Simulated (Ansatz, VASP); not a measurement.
**ZnSnS2 in VASP and in Ansatz**

```
Zn Sn S
1.0
     4.83958    0.00000    0.00000
     0.00000    4.83958    0.00000
     0.00000    0.00000    3.71886
Zn Sn S
1 1 2
Cartesian
  0.0000 0.0000 0.0000
  2.4198 2.4198 1.8594
  2.4198 0.0000 0.0000
  0.0000 2.4198 0.0000
```

Alike in both runs: functional PBE; k mesh 4 × 4 × 6; occupations gaussian, width 0.1 eV; no spin polarisation.

Ansatz relaxed the structure, and its values are those at the end. VASP's run is a single point on that final structure, the one shown.

|  | VASP | Ansatz |
| --- | --- | --- |
| version | VASP 6.6.1 | Ansatz 0.2.0 |
| potentials or method | VASP PAW PBE potentials, release 64 (Zn, Sn_d, S), cutoff 520 eV | scalar-relativistic, plane waves, PAW |
| valence electrons in the cell | 38 | 38 |

```csv
,VASP,Ansatz,Ansatz less VASP
gap on the k mesh at the Fermi level (eV),none,none,-
pressure (GPa),0.0,0.0,-0.02
```

A gap of «none» marks a metal or a gap that the smearing closes. With one functional, cell and mesh, what is left measures potentials, basis and numerics.
